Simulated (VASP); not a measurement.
# Pd (Pm-3m) in VASP: further runs

Runs on Pd. Level: BLYP. Tasks: single point.

All numbers are computed with VASP 6.6.1; they aren't measurements. Logs are shortened: lines on timing, memory, paths and dates and some standing lists are left out, and cuts for length are marked.

**1. The cell of the first run**

It takes space group Pm-3m (No. 221, cubic). Conventional cell: a = 2.669 Å, b = 2.669 Å, c = 2.669 Å, α = 90.00°, β = 90.00°, γ = 90.00°. Pd (site symmetry m-3m) has 6 Pd at 2.67 Å within 3.5 Å.

This isn't the form of Pd at room conditions, which is fcc.

**2. Single point, BLYP, collinear spin (19.01 Å³/atom)**

Input file INCAR:

```
SYSTEM = Pd
  AGGAC = 1.0
  AGGAX = 1.0
  ALDAC = 0.0
  ALDAX = 1.0
  ALGO = Normal
  EDIFF = 1E-6
  ENCUT = 520
  GGA = B5
  ISIF = 2
  ISMEAR = -1
  ISPIN = 2
  LASPH = .TRUE.
  LCHARG = .FALSE.
  LMAXMIX = 4
  LORBIT = 11
  LREAL = .FALSE.
  LWAVE = .FALSE.
  MAGMOM = 0.5
  NBANDS = 15
  NELM = 150
  PREC = Accurate
  SIGMA = 0.05
```

Input file KPOINTS:

```
k-points
0
G
  13 13 13
  0 0 0
```

Input file POSCAR:

```
Pd
1.0
    2.6690674600      0.0000000000      0.0000000000
    0.0000000000      2.6690674600      0.0000000000
    0.0000000000      0.0000000000      2.6690674600
Pd
1
Direct
    0.0000000000      0.0000000000      0.0000000000
```

Potentials or basis: VASP PAW PBE potentials, release 64 (Pd).

Started as:

```
$ cat potpaw_PBE.64/Pd/POTCAR > POTCAR
$ mpirun -np 1 vasp_std > vasp.out
```

OUTCAR:

```text
SYSTEM = Pd
   EDIFF = 1E-6
   ENCUT = 520
   GGA = B5
   ISIF = 2
   ISMEAR = -1
   ISPIN = 2
   LASPH = .TRUE.
   LORBIT = 11
   LREAL = .FALSE.
   NELM = 150
   PREC = Accurate

 ion  position               nearest neighbor table
   1  0.000  0.000  0.000-

  LATTYP: Found a simple cubic cell.
 ALAT       =     2.6690674600

  Lattice vectors:

 A1 = (   2.6690674600,   0.0000000000,   0.0000000000)
 A2 = (   0.0000000000,   2.6690674600,   0.0000000000)
 A3 = (   0.0000000000,   0.0000000000,   2.6690674600)

Analysis of symmetry for initial positions (statically):
=====================================================================
 Subroutine PRICEL returns:
 Original cell was already a primitive cell.

 Routine SETGRP: Setting up the symmetry group for a
 simple cubic supercell.

 Subroutine GETGRP returns: Found 48 space group operations
 (whereof 48 operations were pure point group operations)
 out of a pool of 48 trial point group operations.

The static configuration has the point symmetry O_h .

Analysis of symmetry for dynamics (positions and initial velocities):
=====================================================================
 Subroutine PRICEL returns:
 Original cell was already a primitive cell.

 Routine SETGRP: Setting up the symmetry group for a
 simple cubic supercell.

 Subroutine GETGRP returns: Found 48 space group operations
 (whereof 48 operations were pure point group operations)
 out of a pool of 48 trial point group operations.

The dynamic configuration has the point symmetry O_h .

Analysis of structural, dynamic, and magnetic symmetry:
=====================================================================
 Subroutine PRICEL returns:
 Original cell was already a primitive cell.

 Routine SETGRP: Setting up the symmetry group for a
 simple cubic supercell.

 Subroutine GETGRP returns: Found 48 space group operations
 (whereof 48 operations were pure point group operations)
 out of a pool of 48 trial point group operations.

The overall configuration has the point symmetry O_h .

 Subroutine INISYM returns: Found 48 space group operations
 (whereof 48 operations are pure point group operations),
 and found     1 'primitive' translations

----------------------------------------------------------------------------------------

                                     Primitive cell

  volume of cell :      19.0142

  direct lattice vectors                    reciprocal lattice vectors
     2.669067460  0.000000000  0.000000000     0.374662692  0.000000000  0.000000000
     0.000000000  2.669067460  0.000000000     0.000000000  0.374662692  0.000000000
     0.000000000  0.000000000  2.669067460     0.000000000  0.000000000  0.374662692

  length of vectors
     2.669067460  2.669067460  2.669067460     0.374662692  0.374662692  0.374662692

  position of ions in fractional coordinates (direct lattice)
     0.000000000  0.000000000  0.000000000

  ion indices of the primitive-cell ions
   primitive index   ion index
                 1           1

----------------------------------------------------------------------------------------

 KPOINTS: k-points

Automatic generation of k-mesh.
 Grid dimensions read from file:
 generate k-points for:   13   13   13

 Generating k-lattice:

  Cartesian coordinates                     Fractional coordinates (reciprocal lattice)
     0.028820207  0.000000000  0.000000000     0.076923077  0.000000000  0.000000000
     0.000000000  0.028820207  0.000000000     0.000000000  0.076923077  0.000000000
     0.000000000  0.000000000  0.028820207     0.000000000  0.000000000  0.076923077

  Length of vectors
     0.028820207  0.028820207  0.028820207

  Shift w.r.t. Gamma in fractional coordinates (k-lattice)
     0.000000000  0.000000000  0.000000000

 Subroutine IBZKPT returns following result:
 ===========================================

 Found     84 irreducible k-points:

 Following reciprocal coordinates:
            Coordinates               Weight
  0.000000  0.000000  0.000000      1.000000
  0.076923  0.000000  0.000000      6.000000
  0.153846  0.000000  0.000000      6.000000
  0.230769  0.000000  0.000000      6.000000
  0.307692  0.000000  0.000000      6.000000
  0.384615  0.000000  0.000000      6.000000
[... 16 lines left out ...]
  0.307692  0.307692  0.000000     12.000000
  0.384615  0.307692  0.000000     24.000000
 [... further k-points ...]
   k-points           NKPTS =     84   k-points in BZ     NKDIM =     84   number of bands    NBANDS=     15
   number of dos      NEDOS =    301   number of ions     NIONS =      1
   total plane-waves  NPLWV =   8000
   dimension x,y,z NGX =    20 NGY =   20 NGZ =   20
   dimension x,y,z NGXF=    40 NGYF=   40 NGZF=   40
   ions per type =               1
   NGX,Y,Z   is equivalent  to a cutoff of  12.46, 12.46, 12.46 a.u.
   NGXF,Y,Z  is equivalent  to a cutoff of  24.91, 24.91, 24.91 a.u.
 SYSTEM =  Pd
   PREC   = accura    normal or accurate (medium, high low for compatibility)
   ISTART =      0    job   : 0-new  1-cont  2-samecut
   ICHARG =      2    charge: 1-file 2-atom 10-const
   ISPIN  =      2    spin polarized calculation?
   LNONCOLLINEAR =      F non collinear calculations
   LSORBIT =      F    spin-orbit coupling
   LASPH  =      T    aspherical Exc in radial PAW
   ENCUT  =  520.0 eV  38.22 Ry    6.18 a.u.   4.96  4.96  4.96*2*pi/ulx,y,z
   NELM   =    150;   NELMIN=  2; NELMDL= -5     # of ELM steps
   EDIFF  = 0.1E-05   stopping-criterion for ELM
   LREAL  =      F    real-space projection
   EDIFFG = 0.1E-04   stopping-criterion for IOM
   NSW    =      0    number of steps for IOM
   IBRION =     -1    ionic relax: 0-MD 1-quasi-New 2-CG
   NFREE  =      0    steps in history (QN), initial steepest desc. (CG)
   ISIF   =      2    stress and relaxation
   ISYM   =      2    0-nonsym 1-usesym 2-fastsym
   POTIM  = 0.5000    time-step for ionic-motion
   TEBEG  =    0.0;   TEEND  =   0.0 temperature during run
   PSTRESS=    0.0 pullay stress
   NELECT =      10.0000    total number of electrons
   NUPDOWN=      -1.0000    fix difference up-down
   EMIN   =  10.00;   EMAX   =-10.00  energy-range for DOS
   EFERMI =   0.00;   METHOD = LEGACY
   ISMEAR =    -1;   SIGMA  =   0.05  broadening in eV -4-tet -1-fermi 0-gaus
   EFERMI_NEDOS =   21; number of points for ismear=-14 and -15
   IALGO  =     38    algorithm
   IMIX   =      4    mixing-type and parameters
     AMIX     =   0.40;   BMIX     =  1.00
     AMIX_MAG =   1.60;   BMIX_MAG =  1.00
  volume/ion in A,a.u.               =      19.01       128.31
  Fermi-wavevector in a.u.,A,eV,Ry     =   1.321444  2.497166 23.758671  1.746213
  Thomas-Fermi vector in A             =   2.451197
   LORBIT       =     11    0 simple, 1 ext, 2 COOP (PROOUT), +10 PAW based schemes
   GGA     = B5    functional components
   LHFCALC =     F    Hartree Fock is set to
   AEXX    =    0.0000 exact exchange contribution
   IVDW    =     0    specifies the selected vdW correction
   LEPSILON=     F    determine dielectric tensor
   LRPA    =     F    only Hartree local field effects (RPA)
 spin polarized calculation
  energy-cutoff  :      520.00
  volume of cell :       19.01
 maximum number of plane-waves:       523
 NGX is ok and might be reduce to    20
   NGX =  9   NGY =  9   NGZ =  9

 number of electron      10.0000000 magnetization       0.5000000

 number of electron       9.9999992 magnetization       0.0009913

 number of electron       9.9999992 magnetization      -0.0001822

 Free energy of the ion-electron system (eV)
  ---------------------------------------------------
  ext. energy  EPLUGINS =         0.00000000
  ---------------------------------------------------
  free energy    TOTEN  =        -4.07094133 eV

  energy without entropy =       -4.05838688  energy(sigma->0) =       -4.06466411

 E-fermi :   6.7851     XC(G=0): -10.9231

 val. band max:        6.7813950305   @ k =   0.3846   0.0769   0.0000
 cond. band min:       6.7916602344   @ k =   0.3846   0.3846   0.2308
 fundamental gap:      0.0102652039
 Fermi energy:         6.7851355915

 spin component 1

 k-point     1 :       0.0000    0.0000    0.0000
  band No.  band energies     occupation
      1       1.3967      1.00000
      2       2.7174      1.00000
      3       2.7174      1.00000
      4       6.7498      0.66982
      5       6.7498      0.66981
      6       6.7498      0.66981
      7      22.7563      0.00000
      8      22.7563      0.00000
      9      22.7563      0.00000
     10      29.0089      0.00000
     11      29.0089      0.00000
     12      29.3985      0.00000
     13      33.5669      0.00000
     14      36.0650      0.00000
     15      36.0650      0.00000
[... 397 lines left out ...]
 k-point    24 :       0.3846    0.3077    0.0000
  band No.  band energies     occupation
      1       3.3345      1.00000
      2       3.4768      1.00000
      3       5.6916      1.00000
      4       5.7594      1.00000
      5       5.9791      1.00000
      6       8.5300      0.00000
      7      14.2250      0.00000
      8      19.1420      0.00000
      9      23.4698      0.00000
     10      28.5552      0.00000
     11      30.3360      0.00000
     12      31.6557      0.00000
     13      33.4477      0.00000
     14      34.1790      0.00000
     15      37.8193      0.00000

 [... further k-points ...]

 spin component 2

 k-point     1 :       0.0000    0.0000    0.0000
  band No.  band energies     occupation
      1       1.3966      1.00000
      2       2.7174      1.00000
      3       2.7174      1.00000
      4       6.7501      0.66818
      5       6.7501      0.66817
      6       6.7501      0.66817
      7      22.7564      0.00000
      8      22.7564      0.00000
      9      22.7564      0.00000
     10      29.0087      0.00000
     11      29.0087      0.00000
     12      29.3982      0.00000
     13      33.5665      0.00000
     14      36.0650      0.00000
     15      36.0650      0.00000
[... 397 lines left out ...]
 k-point    24 :       0.3846    0.3077    0.0000
  band No.  band energies     occupation
      1       3.3346      1.00000
      2       3.4769      1.00000
      3       5.6919      1.00000
      4       5.7595      1.00000
      5       5.9795      1.00000
      6       8.5300      0.00000
      7      14.2250      0.00000
      8      19.1420      0.00000
      9      23.4697      0.00000
     10      28.5550      0.00000
     11      30.3360      0.00000
     12      31.6556      0.00000
     13      33.4473      0.00000
     14      34.1791      0.00000
     15      37.8191      0.00000

 [... further k-points ...]

------------------------ aborting loop because EDIFF is reached ----------------------------------------

  FORCE on cell =-STRESS in cart. coord.  units (eV):
  Direction    XX          YY          ZZ          XY          YZ          ZX
  --------------------------------------------------------------------------------------
  -------------------------------------------------------------------------------------
  Total       -0.0025549     -0.0025549     -0.0025549      0.0000000      0.0000000      0.0000000
  in kB       -0.2152842     -0.2152842     -0.2152842      0.0000000      0.0000000      0.0000000
  external PRESSURE =      -0.2152842 kB  Pullay stress =       0.0000000 kB

 VOLUME and BASIS-vectors are now :
 -----------------------------------------------------------------------------
  energy-cutoff  :      520.00
  volume of cell :       19.01
      direct lattice vectors                 reciprocal lattice vectors
     2.669067460  0.000000000  0.000000000     0.374662692  0.000000000  0.000000000
     0.000000000  2.669067460  0.000000000     0.000000000  0.374662692  0.000000000
     0.000000000  0.000000000  2.669067460     0.000000000  0.000000000  0.374662692

 POSITION                                       TOTAL-FORCE (eV/Angst)
 -----------------------------------------------------------------------------------
      0.00000      0.00000      0.00000         0.000000      0.000000      0.000000
 -----------------------------------------------------------------------------------
    total drift:                                0.000000      0.000000      0.000000

  FREE ENERGIE OF THE ION-ELECTRON SYSTEM (eV)
  ---------------------------------------------------
  free  energy   TOTEN  =        -4.0709413341 eV

  energy  without entropy=       -4.0583868763  energy(sigma->0) =       -4.06466411

 total charge

# of ion       s       p       d       tot
------------------------------------------
    1        0.451   0.279   8.548   9.278

 magnetization (x)

# of ion       s       p       d       tot
------------------------------------------
    1        0.000  -0.000   0.000   0.000
```

It took 57 s on 1 thread of Intel Xeon 8259CL, shared host; peak memory 0.16 GiB.

Results:

* Free energy: -4.0709 eV
* Pressure: 0.0 GPa
* Band gap on the k mesh: zero (filled and empty bands overlap)
* Net moment: 0.00 μB per cell
* Valence electrons inside the program's atomic spheres: Pd 9.28

Levels at points of the mesh, in eV from the Fermi level:
Spin up:
```csv
k point,band 2,band 3,band 4,band 5,band 6,band 7,band 8,band 9
"(0.00, 0.00, 0.00)",-4.07,-4.07,-0.04,-0.04,-0.04,15.97,15.97,15.97
```
Spin down:
```csv
k point,band 3,band 4,band 5,band 6,band 7,band 8
"(0.00, 0.00, 0.00)",-4.07,-0.04,-0.04,-0.04,15.97,15.97
```

Caveat: the PAW data sets were made with another functional, which shifts forces and pressure a little.

[end of part 1 of 2]
